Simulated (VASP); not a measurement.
# Si4Ge (P6/mmm) in VASP: further runs

Si4Ge is run at these levels: PBE; tasks: single point.

Program: VASP 6.6.1. These are calculated values, not measurements. Logs are shortened: lines on timing, memory, paths and dates and some standing lists are left out, and cuts for length are marked.

## Step 1: The cell of the first run

Symmetry: P6/mmm, No. 191, hexagonal system. Conventional cell: a = 4.466 Å, b = 4.466 Å, c = 5.048 Å, α = 90.00°, β = 90.00°, γ = 120.00°. Si (site symmetry 3m) has 5 Si at 2.49 to 2.58 Å and 3 Ge at 2.86 Å within 3.3 Å. Within 3.8 Å of Ge (site symmetry 6/mmm) lie 12 Si at 2.86 Å.

The cell was generated, and may not be a known phase.

## Step 2: Single point, PBE

INCAR

```
SYSTEM = Si4Ge
PREC = Accurate ; ENCUT = 500
EDIFF = 1E-6 ; ISMEAR = 0
SIGMA = 0.2 ; LREAL = .False.
LASPH = .True. ; NELM = 120
ALGO = Normal ; ISIF = 2
LWAVE = .False. ; LCHARG = .True.
GGA = PE ; LELF = .True.
LVHAR = .True. ; NBANDS = 23
GGA_COMPAT = .False.
```

KPOINTS

```
regular mesh
0
Gamma
  4 4 3
  0 0 0
```

POSCAR

```
Si4Ge
1.0
    4.4661952330      0.0000000000      0.0000000000
   -2.2330976165      3.8678385300      0.0000000000
    0.0000000000      0.0000000000      5.0475126760
Si Ge
4 1
Direct
    0.3333333333      0.6666666667      0.2467847183
    0.3333333333      0.6666666667      0.7532152817
    0.6666666667      0.3333333333      0.7532152817
    0.6666666667      0.3333333333      0.2467847183
    0.0000000000      0.0000000000      0.0000000000
```

Potentials or basis: VASP PAW PBE potentials, release 64 (Si, Ge_d).

Run with:

```sh
$ cat potpaw_PBE.64/Si/POTCAR potpaw_PBE.64/Ge_d/POTCAR > POTCAR
$ mpirun -np 1 vasp_std > vasp.out
```

OUTCAR:

```text
SYSTEM = Si4Ge
   PREC = Accurate
   ENCUT = 500
   EDIFF = 1E-6
   ISMEAR = 0
   LREAL = .False.
   LASPH = .True.
   NELM = 120
   ISIF = 2
   GGA = PE

 ion  position               nearest neighbor table
   1  0.333  0.667  0.247-   2 2.49   2 2.56   4 2.58   4 2.58   4 2.58   5 2.86   5 2.86   5 2.86

   2  0.333  0.667  0.753-   1 2.49   1 2.56   3 2.58   3 2.58   3 2.58   5 2.86   5 2.86   5 2.86

   3  0.667  0.333  0.753-   4 2.49   4 2.56   2 2.58   2 2.58   2 2.58   5 2.86   5 2.86   5 2.86

   4  0.667  0.333  0.247-   3 2.49   3 2.56   1 2.58   1 2.58   1 2.58   5 2.86   5 2.86   5 2.86

   5  0.000  0.000  0.000-   1 2.86   2 2.86   3 2.86   4 2.86   1 2.86   2 2.86   3 2.86   4 2.86
                             3 2.86   4 2.86   1 2.86   2 2.86

  LATTYP: Found a hexagonal cell.
 ALAT       =     4.4661952330
 C/A-ratio  =     1.1301594339

  Lattice vectors:

 A1 = (   4.4661952330,   0.0000000000,   0.0000000000)
 A2 = (  -2.2330976165,   3.8678385300,   0.0000000000)
 A3 = (   0.0000000000,   0.0000000000,   5.0475126760)

Analysis of symmetry for initial positions (statically):
=====================================================================
 Subroutine PRICEL returns:
 Original cell was already a primitive cell.

 Routine SETGRP: Setting up the symmetry group for a
 hexagonal supercell.

 Subroutine GETGRP returns: Found 24 space group operations
 (whereof 24 operations were pure point group operations)
 out of a pool of 24 trial point group operations.

The static configuration has the point symmetry D_6h.

Analysis of symmetry for dynamics (positions and initial velocities):
=====================================================================
 Subroutine PRICEL returns:
 Original cell was already a primitive cell.

 Routine SETGRP: Setting up the symmetry group for a
 hexagonal supercell.

 Subroutine GETGRP returns: Found 24 space group operations
 (whereof 24 operations were pure point group operations)
 out of a pool of 24 trial point group operations.

The dynamic configuration has the point symmetry D_6h.

 Subroutine INISYM returns: Found 24 space group operations
 (whereof 24 operations are pure point group operations),
 and found     1 'primitive' translations

----------------------------------------------------------------------------------------

                                     Primitive cell

  volume of cell :      87.1934

  direct lattice vectors                    reciprocal lattice vectors
     4.466195233  0.000000000  0.000000000     0.223904229  0.129271167  0.000000000
    -2.233097616  3.867838530  0.000000000     0.000000000  0.258542334  0.000000000
     0.000000000  0.000000000  5.047512676     0.000000000  0.000000000  0.198117383

  length of vectors
     4.466195233  4.466195233  5.047512676     0.258542334  0.258542334  0.198117383

  position of ions in fractional coordinates (direct lattice)
     0.333333333  0.666666667  0.246784718
     0.333333333  0.666666667  0.753215282
     0.666666667  0.333333333  0.753215282
     0.666666667  0.333333333  0.246784718
     0.000000000  0.000000000  0.000000000

  ion indices of the primitive-cell ions
   primitive index   ion index
                 1           1
                 2           2
                 3           3
                 4           4
                 5           5

----------------------------------------------------------------------------------------

 KPOINTS: regular mesh

Automatic generation of k-mesh.
 Grid dimensions read from file:
 generate k-points for:    4    4    3

 Generating k-lattice:

  Cartesian coordinates                     Fractional coordinates (reciprocal lattice)
     0.055976057  0.032317792  0.000000000     0.250000000  0.000000000  0.000000000
     0.000000000  0.064635583  0.000000000     0.000000000  0.250000000  0.000000000
     0.000000000  0.000000000  0.066039128     0.000000000  0.000000000  0.333333333

  Length of vectors
     0.064635583  0.064635583  0.066039128

  Shift w.r.t. Gamma in fractional coordinates (k-lattice)
     0.000000000  0.000000000  0.000000000

 Subroutine IBZKPT returns following result:
 ===========================================

 Found      8 irreducible k-points:

 Following reciprocal coordinates:
            Coordinates               Weight
  0.000000  0.000000  0.000000      1.000000
  0.250000  0.000000  0.000000      6.000000
  0.500000  0.000000  0.000000      3.000000
  0.250000  0.250000  0.000000      6.000000
  0.000000  0.000000  0.333333      2.000000
  0.250000  0.000000  0.333333     12.000000
  0.500000  0.000000  0.333333      6.000000
  0.250000  0.250000  0.333333     12.000000
   k-points           NKPTS =      8   k-points in BZ     NKDIM =      8   number of bands    NBANDS=     23
   number of dos      NEDOS =    301   number of ions     NIONS =      5
   total plane-waves  NPLWV =  51840
   dimension x,y,z NGX =    36 NGY =   36 NGZ =   40
   dimension x,y,z NGXF=    72 NGYF=   72 NGZF=   80
   ions per type =               4   1
   NGX,Y,Z   is equivalent  to a cutoff of  13.40, 13.40, 13.17 a.u.
   NGXF,Y,Z  is equivalent  to a cutoff of  26.80, 26.80, 26.35 a.u.
 SYSTEM =  Si4Ge
   PREC   = accura    normal or accurate (medium, high low for compatibility)
   ISTART =      0    job   : 0-new  1-cont  2-samecut
   ICHARG =      2    charge: 1-file 2-atom 10-const
   ISPIN  =      1    spin polarized calculation?
   LNONCOLLINEAR =      F non collinear calculations
   LSORBIT =      F    spin-orbit coupling
   LASPH  =      T    aspherical Exc in radial PAW
   ENCUT  =  500.0 eV  36.75 Ry    6.06 a.u.   8.14  8.14  9.20*2*pi/ulx,y,z
   NELM   =    120;   NELMIN=  2; NELMDL= -5     # of ELM steps
   EDIFF  = 0.1E-05   stopping-criterion for ELM
   LREAL  =      F    real-space projection
   EDIFFG = 0.1E-04   stopping-criterion for IOM
   NSW    =      0    number of steps for IOM
   IBRION =     -1    ionic relax: 0-MD 1-quasi-New 2-CG
   NFREE  =      0    steps in history (QN), initial steepest desc. (CG)
   ISIF   =      2    stress and relaxation
   ISYM   =      2    0-nonsym 1-usesym 2-fastsym
   POTIM  = 0.5000    time-step for ionic-motion
   TEBEG  =    0.0;   TEEND  =   0.0 temperature during run
   PSTRESS=    0.0 pullay stress
   NELECT =      30.0000    total number of electrons
   NUPDOWN=      -1.0000    fix difference up-down
   EMIN   =  10.00;   EMAX   =-10.00  energy-range for DOS
   EFERMI =   0.00;   METHOD = LEGACY
   ISMEAR =     0;   SIGMA  =   0.20  broadening in eV -4-tet -1-fermi 0-gaus
   EFERMI_NEDOS =   21; number of points for ismear=-14 and -15
   IALGO  =     38    algorithm
   IMIX   =      4    mixing-type and parameters
     AMIX     =   0.40;   BMIX     =  1.00
     AMIX_MAG =   1.60;   BMIX_MAG =  1.00
  volume/ion in A,a.u.               =      17.44       117.68
  Fermi-wavevector in a.u.,A,eV,Ry     =   1.147151  2.167802 17.904675  1.315956
  Thomas-Fermi vector in A             =   2.283833
   LORBIT       =      0    0 simple, 1 ext, 2 COOP (PROOUT), +10 PAW based schemes
   GGA     = PE    functional components
   LHFCALC =     F    Hartree Fock is set to
   AEXX    =    0.0000 exact exchange contribution
   IVDW    =     0    specifies the selected vdW correction
   LEPSILON=     F    determine dielectric tensor
   LRPA    =     F    only Hartree local field effects (RPA)
 non-spin polarized calculation
 Gauss-broadening in eV      SIGMA  =   0.20
  energy-cutoff  :      500.00
  volume of cell :       87.19
 maximum number of plane-waves:      2222
 NGX is ok and might be reduce to    36
   NGX = 17   NGY = 17   NGZ = 19

 number of electron      30.0000000 magnetization

 Free energy of the ion-electron system (eV)
  ---------------------------------------------------
  ext. energy  EPLUGINS =         0.00000000
  ---------------------------------------------------
  free energy    TOTEN  =       -24.36152721 eV

  energy without entropy =      -24.30399648  energy(sigma->0) =      -24.33276185

 E-fermi :   7.4917     XC(G=0): -10.4647

 val. band max:        7.4633793556   @ k =   0.2500   0.2500   0.3333
 cond. band min:       7.4972759373   @ k =   0.5000   0.0000   0.0000
 fundamental gap:      0.0338965817
 Fermi energy:         7.4917155085

 k-point     1 :       0.0000    0.0000    0.0000
  band No.  band energies     occupation
      1     -17.2972      2.00000
      2     -17.2972      2.00000
      3     -17.2957      2.00000
      4     -17.2943      2.00000
      5     -17.2943      2.00000
      6      -5.7949      2.00000
[... 15 lines left out ...]
     22      11.6458      0.00000
     23      11.6458      0.00000

 k-point     2 :       0.2500    0.0000    0.0000
  band No.  band energies     occupation
      1     -17.2980      2.00000
      2     -17.2974      2.00000
      3     -17.2953      2.00000
      4     -17.2941      2.00000
      5     -17.2929      2.00000
      6      -5.1975      2.00000
[... 15 lines left out ...]
     22      12.3453      0.00000
     23      14.2454      0.00000

 k-point     3 :       0.5000    0.0000    0.0000
  band No.  band energies     occupation
      1     -17.2987      2.00000
      2     -17.2976      2.00000
      3     -17.2958      2.00000
      4     -17.2931      2.00000
      5     -17.2916      2.00000
      6      -3.6167      2.00000
[... 15 lines left out ...]
     22      13.7419      0.00000
     23      14.5302      0.00000

 k-point     4 :       0.2500    0.2500    0.0000
  band No.  band energies     occupation
      1     -17.2984      2.00000
      2     -17.2979      2.00000
      3     -17.2942      2.00000
      4     -17.2941      2.00000
      5     -17.2922      2.00000
      6      -4.0189      2.00000
[... 15 lines left out ...]
     22      13.0428      0.00000
     23      14.9445      0.00000

 k-point     5 :       0.0000    0.0000    0.3333
  band No.  band energies     occupation
      1     -17.2973      2.00000
      2     -17.2973      2.00000
      3     -17.2955      2.00000
      4     -17.2943      2.00000
      5     -17.2943      2.00000
      6      -5.3577      2.00000
[... 15 lines left out ...]
     22      12.1469      0.00000
     23      14.3394      0.00000

 k-point     6 :       0.2500    0.0000    0.3333
  band No.  band energies     occupation
      1     -17.2981      2.00000
      2     -17.2975      2.00000
      3     -17.2953      2.00000
      4     -17.2940      2.00000
      5     -17.2929      2.00000
      6      -4.7553      2.00000
[... 15 lines left out ...]
     22      13.0609      0.00000
     23      13.1934      0.00000

 k-point     7 :       0.5000    0.0000    0.3333
  band No.  band energies     occupation
      1     -17.2988      2.00000
      2     -17.2976      2.00000
      3     -17.2957      2.00000
      4     -17.2929      2.00000
      5     -17.2916      2.00000
      6      -3.0646      2.00000
[... 15 lines left out ...]
     22      13.5124      0.00000
     23      13.7785      0.00000

 k-point     8 :       0.2500    0.2500    0.3333
  band No.  band energies     occupation
      1     -17.2985      2.00000
      2     -17.2980      2.00000
      3     -17.2941      2.00000
      4     -17.2940      2.00000
      5     -17.2922      2.00000
      6      -3.5596      2.00000
[... 15 lines left out ...]
     22      13.0743      0.00000
     23      13.5284      0.00000

------------------------ aborting loop because EDIFF is reached ----------------------------------------

  FORCE on cell =-STRESS in cart. coord.  units (eV):
  Direction    XX          YY          ZZ          XY          YZ          ZX
  --------------------------------------------------------------------------------------
  -------------------------------------------------------------------------------------
  Total        0.0124215      0.0124215      0.0238211      0.0000000     -0.0000000      0.0000000
  in kB        0.2282458      0.2282458      0.4377131      0.0000000     -0.0000000      0.0000000
  external PRESSURE =       0.2980683 kB  Pullay stress =       0.0000000 kB

 VOLUME and BASIS-vectors are now :
 -----------------------------------------------------------------------------
  energy-cutoff  :      500.00
  volume of cell :       87.19
      direct lattice vectors                 reciprocal lattice vectors
     4.466195233  0.000000000  0.000000000     0.223904229  0.129271167  0.000000000
    -2.233097616  3.867838530  0.000000000     0.000000000  0.258542334  0.000000000
     0.000000000  0.000000000  5.047512676     0.000000000  0.000000000  0.198117383

 POSITION                                       TOTAL-FORCE (eV/Angst)
 -----------------------------------------------------------------------------------
     -0.00000      2.57856      1.24565        -0.000000     -0.000000      0.073251
     -0.00000      2.57856      3.80186        -0.000000     -0.000000     -0.073251
      2.23310      1.28928      3.80186         0.000000     -0.000000     -0.073251
      2.23310      1.28928      1.24565         0.000000      0.000000      0.073251
      0.00000      0.00000      0.00000        -0.000000      0.000000      0.000000
 -----------------------------------------------------------------------------------
    total drift:                               -0.000000     -0.000000     -0.000000

  FREE ENERGIE OF THE ION-ELECTRON SYSTEM (eV)
  ---------------------------------------------------
  free  energy   TOTEN  =       -24.3615272077 eV

  energy  without entropy=      -24.3039964829  energy(sigma->0) =      -24.33276185
```

Run time: 27 s. Hardware: 1 thread of Intel Xeon 8259CL, shared host; peak memory 0.18 GiB.

What came out:

```yaml
Free_energy: -24.3615 eV
Pressure: 0.0 GPa
Largest_force: 0.073 eV/Å
Band_gap_on_the_k_mesh: zero (bands 15 and 16 overlap by 1.68 eV)
```

Forces in eV/Å, atoms in the order of the input:
```
Si   0.000  0.000  0.073
Si   0.000  0.000 -0.073
Si   0.000  0.000 -0.073
Si   0.000  0.000  0.073
Ge   0.000  0.000  0.000
```

Caveat: the k points lie up to 0.41 Å⁻¹ apart, too coarse for converged energies and pressures of a metal.

## Step 3: Single point, PBE

This run uses another cell than the first one, of 23.67 Å³/atom.

INCAR

```
PREC = Accurate
ENCUT = 500
EDIFF = 1E-6
ISMEAR = 0
SIGMA = 0.2
LREAL = False
LASPH = True
NELM = 120
ALGO = Normal
ISIF = 2
LWAVE = False
LCHARG = False
GGA = PE
NBANDS = 23
GGA_COMPAT = False
```

KPOINTS

```
Automatic mesh
0
Gamma
  4 4 3
```

POSCAR

```
Si4Ge
1.0
    5.1908336112      0.0000000000      0.0000000000
   -2.5954168056      4.4953937741      0.0000000000
    0.0000000000      0.0000000000      5.0719529902
Si Ge
4 1
Direct
    0.5000000000      0.0000000000      0.5000000000
    0.0000000000      0.5000000000      0.5000000000
    0.5000000000      0.5000000000      0.5000000000
    0.0000000000      0.0000000000      0.0000000000
    0.0000000000      0.0000000000      0.5000000000
```

Potentials or basis: VASP PAW PBE potentials, release 64 (Si, Ge_d).

Run with:

```sh
$ cat potpaw_PBE.64/Si/POTCAR potpaw_PBE.64/Ge_d/POTCAR > POTCAR
$ mpirun -np 1 vasp_std > vasp.out
```

It took 28 s on 1 thread of Intel Xeon 8259CL, shared host; peak memory 0.2 GiB.

The run converged. Its results:

- Free energy: -20.3889 eV
- Pressure: 0.1 GPa
- Band gap on the k mesh: zero (bands 15 and 16 overlap by 0.51 eV)

Stress tensor (GPa, compression positive):
```
 0.15  0.00  0.00
 0.00  0.15  0.00
 0.00  0.00 -0.09
```

Levels at points of the mesh, in eV from the Fermi level:
```
           k point  band 13  band 14  band 15  band 16  band 17  band 18
(0.00, 0.00, 0.00)    -4.69    -4.28     0.08     1.42     1.42     2.53
(0.50, 0.00, 0.00)    -0.68    -0.10     0.02     0.26     0.69     0.77
```

Caveat: the k points lie up to 0.41 Å⁻¹ apart, too coarse for converged energies and pressures of a metal; semilocal functionals underestimate gaps, and a narrow one can read as zero.

The gap in the log of VASP goes by the Fermi energy; the results here count the filled bands.